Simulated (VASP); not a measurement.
# YAl3N4 (P4/mmm) in VASP: notebook

Runs on YAl3N4. Level: PBE. Tasks: single point.

Program: VASP 6.6.1. These are calculated values, not measurements. Logs are shortened: lines on timing, memory, paths and dates and some standing lists are left out, and cuts for length are marked.

## 1. The cell of the first run

The structure is tetragonal, space group P4/mmm (No. 123). The conventional cell has a = 3.157 Å, b = 3.157 Å, c = 8.438 Å, α = 90.00°, β = 90.00°, γ = 90.00°. Within 3.0 Å of Y (site symmetry 4/mmm) lie 6 N at 2.23 to 2.32 Å. Within 2.6 Å of Al (site symmetry 4mm) lie 6 N at 1.93 to 2.28 Å. Al (site symmetry 4/mmm) has 6 N at 1.90 to 2.23 Å within 2.5 Å. N (site symmetry 4/mmm) has 4 Y at 2.23 Å and 2 Al at 2.28 Å within 3.0 Å. N (site symmetry 4mm) has 5 Al at 1.90 to 2.23 Å and 1 Y at 2.32 Å within 2.5 Å. N (site symmetry 4/mmm) has 6 Al at 1.93 to 2.23 Å within 2.6 Å.

## 2. Single point, PBE

INCAR reads:

```
  PREC = Accurate
  ENCUT = 520
  EDIFF = 1E-6
  ISMEAR = 0
  SIGMA = 0.1
  LREAL = F
  LASPH = T
  NELM = 60
  ALGO = Normal
  ISIF = 2
  LWAVE = F
  LCHARG = F
  GGA = PE
  NBANDS = 30
```

KPOINTS reads:

```
regular mesh
0
Gamma
  6 6 2
```

POSCAR reads:

```
YAl3N4
1.0
    3.1565135276      0.0000000000      0.0000000000
    0.0000000000      3.1565135276      0.0000000000
    0.0000000000      0.0000000000      8.4377587896
Y Al N
1 3 4
Direct
    0.5000000000      0.5000000000      0.0000000000
    0.0000000000      0.0000000000      0.7293129424
    0.0000000000      0.0000000000      0.2706870576
    0.5000000000      0.5000000000      0.5000000000
    0.0000000000      0.0000000000      0.0000000000
    0.5000000000      0.5000000000      0.2743854632
    0.0000000000      0.0000000000      0.5000000000
    0.5000000000      0.5000000000      0.7256145368
```

Potentials or basis: VASP PAW PBE potentials, release 64 (Y_sv, Al, N).

Command:

```bash
> cat potpaw_PBE.64/Y_sv/POTCAR potpaw_PBE.64/Al/POTCAR potpaw_PBE.64/N/POTCAR > POTCAR
> mpirun -np 1 vasp_std > vasp.out
```

OUTCAR:

```text
PREC = Accurate
   ENCUT = 520
   EDIFF = 1E-6
   ISMEAR = 0
   LREAL = F
   LASPH = T
   NELM = 60
   ISIF = 2
   GGA = PE

 ion  position               nearest neighbor table
   1  0.500  0.500  0.000-   5 2.23   5 2.23   5 2.23   5 2.23   8 2.32   6 2.32   3 3.19   3 3.19
                             2 3.19   3 3.19   2 3.19   2 3.19   3 3.19   2 3.19
   2  0.000  0.000  0.729-   7 1.93   8 2.23   8 2.23   8 2.23   8 2.23   5 2.28   4 2.95   4 2.95
                             4 2.95   4 2.95   1 3.19   1 3.19   1 3.19   1 3.19
   3  0.000  0.000  0.271-   7 1.93   6 2.23   6 2.23   6 2.23   6 2.23   5 2.28   4 2.95   4 2.95
                             4 2.95   4 2.95   1 3.19   1 3.19   1 3.19   1 3.19
   4  0.500  0.500  0.500-   6 1.90   8 1.90   7 2.23   7 2.23   7 2.23   7 2.23   3 2.95   3 2.95
                             2 2.95   3 2.95   2 2.95   2 2.95   3 2.95   2 2.95
   5  0.000  0.000  0.000-   1 2.23   1 2.23   1 2.23   1 2.23   3 2.28   2 2.28
   6  0.500  0.500  0.274-   4 1.90   3 2.23   3 2.23   3 2.23   3 2.23   1 2.32
   7  0.000  0.000  0.500-   2 1.93   3 1.93   4 2.23   4 2.23   4 2.23   4 2.23
   8  0.500  0.500  0.726-   4 1.90   2 2.23   2 2.23   2 2.23   2 2.23   1 2.32

  LATTYP: Found a simple tetragonal cell.
 ALAT       =     3.1565135276
 C/A-ratio  =     2.6731261298

  Lattice vectors:

 A1 = (   3.1565135276,   0.0000000000,   0.0000000000)
 A2 = (   0.0000000000,   3.1565135276,   0.0000000000)
 A3 = (   0.0000000000,   0.0000000000,   8.4377587896)

Analysis of symmetry for initial positions (statically):
=====================================================================
 Subroutine PRICEL returns:
 Original cell was already a primitive cell.

 Routine SETGRP: Setting up the symmetry group for a
 simple tetragonal supercell.

 Subroutine GETGRP returns: Found 16 space group operations
 (whereof 16 operations were pure point group operations)
 out of a pool of 16 trial point group operations.

The static configuration has the point symmetry D_4h.

Analysis of symmetry for dynamics (positions and initial velocities):
=====================================================================
 Subroutine PRICEL returns:
 Original cell was already a primitive cell.

 Routine SETGRP: Setting up the symmetry group for a
 simple tetragonal supercell.

 Subroutine GETGRP returns: Found 16 space group operations
 (whereof 16 operations were pure point group operations)
 out of a pool of 16 trial point group operations.

The dynamic configuration has the point symmetry D_4h.

 Subroutine INISYM returns: Found 16 space group operations
 (whereof 16 operations are pure point group operations),
 and found     1 'primitive' translations

----------------------------------------------------------------------------------------

                                     Primitive cell

  volume of cell :      84.0703

  direct lattice vectors                    reciprocal lattice vectors
     3.156513528  0.000000000  0.000000000     0.316805232  0.000000000  0.000000000
     0.000000000  3.156513528  0.000000000     0.000000000  0.316805232  0.000000000
     0.000000000  0.000000000  8.437758790     0.000000000  0.000000000  0.118514884

  length of vectors
     3.156513528  3.156513528  8.437758790     0.316805232  0.316805232  0.118514884

  position of ions in fractional coordinates (direct lattice)
     0.500000000  0.500000000  0.000000000
     0.000000000  0.000000000  0.729312942
     0.000000000  0.000000000  0.270687058
     0.500000000  0.500000000  0.500000000
     0.000000000  0.000000000  0.000000000
     0.500000000  0.500000000  0.274385463
     0.000000000  0.000000000  0.500000000
     0.500000000  0.500000000  0.725614537

  ion indices of the primitive-cell ions
   primitive index   ion index
                 1           1
                 2           2
                 3           3
                 4           4
                 5           5
                 6           6
                 7           7
                 8           8

----------------------------------------------------------------------------------------

 KPOINTS: regular mesh

Automatic generation of k-mesh.
 Grid dimensions read from file:
 generate k-points for:    6    6    2

 Generating k-lattice:

  Cartesian coordinates                     Fractional coordinates (reciprocal lattice)
     0.052800872  0.000000000  0.000000000     0.166666667  0.000000000  0.000000000
     0.000000000  0.052800872  0.000000000     0.000000000  0.166666667  0.000000000
     0.000000000  0.000000000  0.059257442     0.000000000  0.000000000  0.500000000

  Length of vectors
     0.052800872  0.052800872  0.059257442

  Shift w.r.t. Gamma in fractional coordinates (k-lattice)
     0.000000000  0.000000000  0.000000000

 Subroutine IBZKPT returns following result:
 ===========================================

 Found     20 irreducible k-points:

 Following reciprocal coordinates:
            Coordinates               Weight
  0.000000  0.000000  0.000000      1.000000
  0.166667  0.000000  0.000000      4.000000
  0.333333  0.000000  0.000000      4.000000
  0.500000  0.000000  0.000000      2.000000
  0.166667  0.166667  0.000000      4.000000
  0.333333  0.166667  0.000000      8.000000
[... 12 lines left out ...]
  0.500000  0.333333  0.500000      4.000000
  0.500000  0.500000  0.500000      1.000000
   k-points           NKPTS =     20   k-points in BZ     NKDIM =     20   number of bands    NBANDS=     30
   number of dos      NEDOS =    301   number of ions     NIONS =      8
   total plane-waves  NPLWV =  36864
   dimension x,y,z NGX =    24 NGY =   24 NGZ =   64
   dimension x,y,z NGXF=    48 NGYF=   48 NGZF=  128
   ions per type =               1   3   4
   NGX,Y,Z   is equivalent  to a cutoff of  12.64, 12.64, 12.61 a.u.
   NGXF,Y,Z  is equivalent  to a cutoff of  25.28, 25.28, 25.22 a.u.
 SYSTEM =  unknown system
   PREC   = accura    normal or accurate (medium, high low for compatibility)
   ISTART =      0    job   : 0-new  1-cont  2-samecut
   ICHARG =      2    charge: 1-file 2-atom 10-const
   ISPIN  =      1    spin polarized calculation?
   LNONCOLLINEAR =      F non collinear calculations
   LSORBIT =      F    spin-orbit coupling
   LASPH  =      T    aspherical Exc in radial PAW
   ENCUT  =  520.0 eV  38.22 Ry    6.18 a.u.   5.87  5.87 15.69*2*pi/ulx,y,z
   NELM   =     60;   NELMIN=  2; NELMDL= -5     # of ELM steps
   EDIFF  = 0.1E-05   stopping-criterion for ELM
   LREAL  =      F    real-space projection
   EDIFFG = 0.1E-04   stopping-criterion for IOM
   NSW    =      0    number of steps for IOM
   IBRION =     -1    ionic relax: 0-MD 1-quasi-New 2-CG
   NFREE  =      0    steps in history (QN), initial steepest desc. (CG)
   ISIF   =      2    stress and relaxation
   ISYM   =      2    0-nonsym 1-usesym 2-fastsym
   POTIM  = 0.5000    time-step for ionic-motion
   TEBEG  =    0.0;   TEEND  =   0.0 temperature during run
   PSTRESS=    0.0 pullay stress
   NELECT =      40.0000    total number of electrons
   NUPDOWN=      -1.0000    fix difference up-down
   EMIN   =  10.00;   EMAX   =-10.00  energy-range for DOS
   EFERMI =   0.00;   METHOD = LEGACY
   ISMEAR =     0;   SIGMA  =   0.10  broadening in eV -4-tet -1-fermi 0-gaus
   EFERMI_NEDOS =   21; number of points for ismear=-14 and -15
   IALGO  =     38    algorithm
   IMIX   =      4    mixing-type and parameters
     AMIX     =   0.40;   BMIX     =  1.00
     AMIX_MAG =   1.60;   BMIX_MAG =  1.00
  volume/ion in A,a.u.               =      10.51        70.92
  Fermi-wavevector in a.u.,A,eV,Ry     =   1.278049  2.415162 22.223867  1.633408
  Thomas-Fermi vector in A             =   2.410613
   LORBIT       =      0    0 simple, 1 ext, 2 COOP (PROOUT), +10 PAW based schemes
   GGA     = PE    functional components
   LHFCALC =     F    Hartree Fock is set to
   AEXX    =    0.0000 exact exchange contribution
   IVDW    =     0    specifies the selected vdW correction
   LEPSILON=     F    determine dielectric tensor
   LRPA    =     F    only Hartree local field effects (RPA)
 non-spin polarized calculation
 Gauss-broadening in eV      SIGMA  =   0.10
  energy-cutoff  :      520.00
  volume of cell :       84.07
 maximum number of plane-waves:      2320
 NGX is ok and might be reduce to    24
   NGX = 11   NGY = 11   NGZ = 31

 number of electron      39.9999992 magnetization

 Free energy of the ion-electron system (eV)
  ---------------------------------------------------
  ext. energy  EPLUGINS =         0.00000000
  ---------------------------------------------------
  free energy    TOTEN  =       -59.42615397 eV

  energy without entropy =      -59.42615397  energy(sigma->0) =      -59.42615397

 E-fermi :   7.9072     XC(G=0): -11.6251

 val. band max:        7.4762361556   @ k =   0.0000   0.0000   0.0000
 cond. band min:       8.3365443210   @ k =   0.0000   0.0000   0.0000
 fundamental gap:      0.8603081654
 Fermi energy:         7.9071717380

 k-point     1 :       0.0000    0.0000    0.0000
  band No.  band energies     occupation
      1     -32.6684      2.00000
      2     -13.2582      2.00000
      3     -12.4462      2.00000
      4     -12.4462      2.00000
      5      -8.8082      2.00000
      6      -6.9901      2.00000
[... 22 lines left out ...]
     29      14.5383      0.00000
     30      15.3865      0.00000

 k-point     2 :       0.1667    0.0000    0.0000
  band No.  band energies     occupation
      1     -32.6364      2.00000
      2     -13.2053      2.00000
      3     -12.9287      2.00000
      4     -12.3923      2.00000
      5      -8.5225      2.00000
      6      -6.7965      2.00000
[... 22 lines left out ...]
     29      14.9780      0.00000
     30      16.0797      0.00000

 k-point     3 :       0.3333    0.0000    0.0000
  band No.  band energies     occupation
      1     -32.5715      2.00000
      2     -13.7255      2.00000
      3     -13.0970      2.00000
      4     -12.2815      2.00000
      5      -7.7502      2.00000
      6      -6.3325      2.00000
[... 22 lines left out ...]
     29      16.1001      0.00000
     30      16.1292      0.00000

 k-point     4 :       0.5000    0.0000    0.0000
  band No.  band energies     occupation
      1     -32.5386      2.00000
      2     -14.0701      2.00000
      3     -13.0416      2.00000
      4     -12.2245      2.00000
      5      -6.7727      2.00000
      6      -6.7149      2.00000
[... 22 lines left out ...]
     29      15.8262      0.00000
     30      16.0060      0.00000

 k-point     5 :       0.1667    0.1667    0.0000
  band No.  band energies     occupation
      1     -32.6051      2.00000
      2     -13.1557      2.00000
      3     -12.9631      2.00000
      4     -12.7092      2.00000
      5      -8.2510      2.00000
      6      -6.6112      2.00000
[... 22 lines left out ...]
     29      15.4195      0.00000
     30      15.7248      0.00000
[... 394 lines left out ...]
     29      15.3467      0.00000
     30      15.8159      0.00000

 k-point    18 :       0.3333    0.3333    0.5000
  band No.  band energies     occupation
      1     -32.4813      2.00000
      2     -13.4199      2.00000
      3     -13.2028      2.00000
      4     -12.9694      2.00000
      5      -6.7688      2.00000
      6      -6.2021      2.00000
[... 22 lines left out ...]
     29      16.1603      0.00000
     30      16.4250      0.00000

 k-point    19 :       0.5000    0.3333    0.5000
  band No.  band energies     occupation
      1     -32.4506      2.00000
      2     -13.6132      2.00000
      3     -13.1571      2.00000
      4     -12.9254      2.00000
      5      -6.2303      2.00000
      6      -5.9662      2.00000
[... 22 lines left out ...]
     29      16.8141      0.00000
     30      16.9858      0.00000

 k-point    20 :       0.5000    0.5000    0.5000
  band No.  band energies     occupation
      1     -32.4208      2.00000
      2     -13.4353      2.00000
      3     -13.4353      2.00000
      4     -12.8855      2.00000
      5      -6.0686      2.00000
      6      -6.0113      2.00000
[... 22 lines left out ...]
     29      17.4133      0.00000
     30      17.4139      0.00000

------------------------ aborting loop because EDIFF is reached ----------------------------------------

  FORCE on cell =-STRESS in cart. coord.  units (eV):
  Direction    XX          YY          ZZ          XY          YZ          ZX
  --------------------------------------------------------------------------------------
  -------------------------------------------------------------------------------------
  Total       -0.1744359     -0.1744359     -0.1395272      0.0000000     -0.0000000     -0.0000000
  in kB       -3.3243297     -3.3243297     -2.6590537      0.0000000     -0.0000000     -0.0000000
  external PRESSURE =      -3.1025710 kB  Pullay stress =       0.0000000 kB

 VOLUME and BASIS-vectors are now :
 -----------------------------------------------------------------------------
  energy-cutoff  :      520.00
  volume of cell :       84.07
      direct lattice vectors                 reciprocal lattice vectors
     3.156513528  0.000000000  0.000000000     0.316805232  0.000000000  0.000000000
     0.000000000  3.156513528  0.000000000     0.000000000  0.316805232  0.000000000
     0.000000000  0.000000000  8.437758790     0.000000000  0.000000000  0.118514884

 POSITION                                       TOTAL-FORCE (eV/Angst)
 -----------------------------------------------------------------------------------
      1.57826      1.57826      0.00000         0.000000      0.000000      0.000000
      0.00000      0.00000      6.15377        -0.000000      0.000000      0.001434
      0.00000      0.00000      2.28399         0.000000     -0.000000     -0.001434
      1.57826      1.57826      4.21888         0.000000      0.000000      0.000000
      0.00000      0.00000      0.00000         0.000000      0.000000      0.000000
      1.57826      1.57826      2.31520         0.000000      0.000000     -0.011287
      0.00000      0.00000      4.21888         0.000000      0.000000      0.000000
      1.57826      1.57826      6.12256         0.000000     -0.000000      0.011287
 -----------------------------------------------------------------------------------
    total drift:                                0.000000     -0.000000     -0.000000

  FREE ENERGIE OF THE ION-ELECTRON SYSTEM (eV)
  ---------------------------------------------------
  free  energy   TOTEN  =       -59.4261539716 eV

  energy  without entropy=      -59.4261539716  energy(sigma->0) =      -59.42615397
```

Run time: 57 s. Hardware: 1 thread of Intel Xeon Platinum 8375C at 2.90GHz (Ice Lake), shared host; peak memory 0.21 GiB.

Results:

```
Free energy            : -59.4262 eV
Pressure               : -0.3 GPa
Largest force          : 0.011 eV/Å
Band gap on the k mesh : 0.86 eV
```

Forces on the atoms (eV/Å):
```
Y    0.000  0.000  0.000
Al   0.000  0.000  0.001
Al   0.000  0.000 -0.001
Al   0.000  0.000  0.000
N    0.000  0.000  0.000
N    0.000  0.000 -0.011
N    0.000  0.000  0.000
N    0.000  0.000  0.011
```

Levels at points of the mesh, in eV from the valence-band top:
| k point | band 16 | band 17 | band 18 | band 19 | band 20 | band 21 | band 22 | band 23 | band 24 | band 25 |
| --- | --- | --- | --- | --- | --- | --- | --- | --- | --- | --- |
| (0.00, 0.00, 0.00) | -1.01 | -0.74 | -0.74 | 0.00 | 0.00 | 0.86 | 1.80 | 4.18 | 4.74 | 5.10 |
| (0.50, 0.00, 0.00) | -1.99 | -1.61 | -1.55 | -1.54 | -1.38 | 4.04 | 4.12 | 5.83 | 6.07 | 6.89 |
| (0.50, 0.50, 0.00) | -2.92 | -2.92 | -1.95 | -0.32 | -0.32 | 1.84 | 2.26 | 2.26 | 5.12 | 5.30 |
| (0.00, 0.00, 0.50) | -2.06 | -0.77 | -0.77 | -0.09 | -0.09 | 0.87 | 2.97 | 3.36 | 4.81 | 4.85 |
| (0.50, 0.00, 0.50) | -2.44 | -1.69 | -1.54 | -1.46 | -1.31 | 4.74 | 4.94 | 5.00 | 5.05 | 6.53 |
| (0.50, 0.50, 0.50) | -3.17 | -3.02 | -2.96 | -0.45 | -0.45 | 2.92 | 2.92 | 3.01 | 3.78 | 5.82 |

A k mesh can miss the band edges.

## 3. Single point, PBE

This run uses another cell than the first one, of 13.97 Å³/atom.

INCAR reads:

```
SYSTEM = YAl3N4
ALGO = Normal ; EDIFF = 1E-7
ENCUT = 520 ; GGA = PE
ISIF = 2 ; ISMEAR = 0
LASPH = .TRUE. ; LCHARG = .FALSE.
LREAL = .FALSE. ; LWAVE = .FALSE.
NBANDS = 30 ; NELM = 80
PREC = Accurate ; SIGMA = 0.1
```

KPOINTS reads:

```
k-points
0
G
  6 6 2
  0 0 0
```

POSCAR reads:

```
YAl3N4
1.0
    3.4059072300      0.0000000000      0.0000000000
    0.0000000000      3.4059072300      0.0000000000
    0.0000000000      0.0000000000      9.6333604000
Y Al N
1 3 4
Direct
    0.5000000000      0.5000000000      0.0000000000
    0.0000000000      0.0000000000      0.7500000000
    0.0000000000      0.0000000000      0.2500000000
    0.5000000000      0.5000000000      0.5000000000
    0.0000000000      0.0000000000      0.0000000000
    0.5000000000      0.5000000000      0.2500000000
    0.0000000000      0.0000000000      0.5000000000
    0.5000000000      0.5000000000      0.7500000000
```

Potentials or basis: VASP PAW PBE potentials, release 64 (Y_sv, Al, N).

Command:

```bash
> cat potpaw_PBE.64/Y_sv/POTCAR potpaw_PBE.64/Al/POTCAR potpaw_PBE.64/N/POTCAR > POTCAR
> mpirun -np 1 vasp_std > vasp.out
```

Run time: 2 min. Hardware: 1 thread of Intel Xeon Platinum 8375C at 2.90GHz (Ice Lake), shared host; peak memory 0.26 GiB.

The run converged. Its results:

| Item | Value |
| --- | --- |
| Free energy | -54.9487 eV |
| Pressure | -30.7 GPa |
| Largest force | 1.389 eV/Å |
| Band gap on the k mesh | zero (filled and empty bands touch) |

Forces on the atoms (eV/Å):
```
Y    0.000  0.000  0.000
Al   0.000  0.000 -0.589
Al   0.000  0.000  0.589
Al   0.000  0.000  0.000
N    0.000  0.000  0.000
N    0.000  0.000  1.389
N    0.000  0.000  0.000
N    0.000  0.000 -1.389
```

Stress tensor (GPa, compression positive):
```
-29.63   0.00   0.00
  0.00 -29.63   0.00
  0.00   0.00 -32.91
```

Levels at points of the mesh, in eV from the Fermi level:
```csv
k point,band 16,band 17,band 18,band 19,band 20,band 21,band 22,band 23,band 24,band 25
"(0.00, 0.00, 0.00)",-0.66,-0.66,-0.30,-0.18,-0.02,-0.02,1.36,1.40,2.73,5.44
"(0.50, 0.00, 0.00)",-1.39,-0.91,-0.79,-0.76,-0.57,3.27,3.45,4.45,4.56,5.18
"(0.50, 0.50, 0.00)",-2.64,-2.04,-1.17,-0.68,-0.68,0.14,1.90,2.78,2.78,3.31
"(0.00, 0.00, 0.50)",-1.38,-0.64,-0.64,-0.08,-0.08,1.34,1.37,1.39,1.98,5.48
"(0.50, 0.00, 0.50)",-1.58,-0.93,-0.76,-0.71,-0.57,3.66,3.70,3.82,4.36,5.03
"(0.50, 0.50, 0.50)",-2.69,-2.18,-2.01,-0.77,-0.77,1.56,1.72,2.46,3.08,3.08
```

Caveat: the cell stands under tension; forces of over 1 eV/Å act on the atoms, so gaps and moduli don't describe the material at rest.
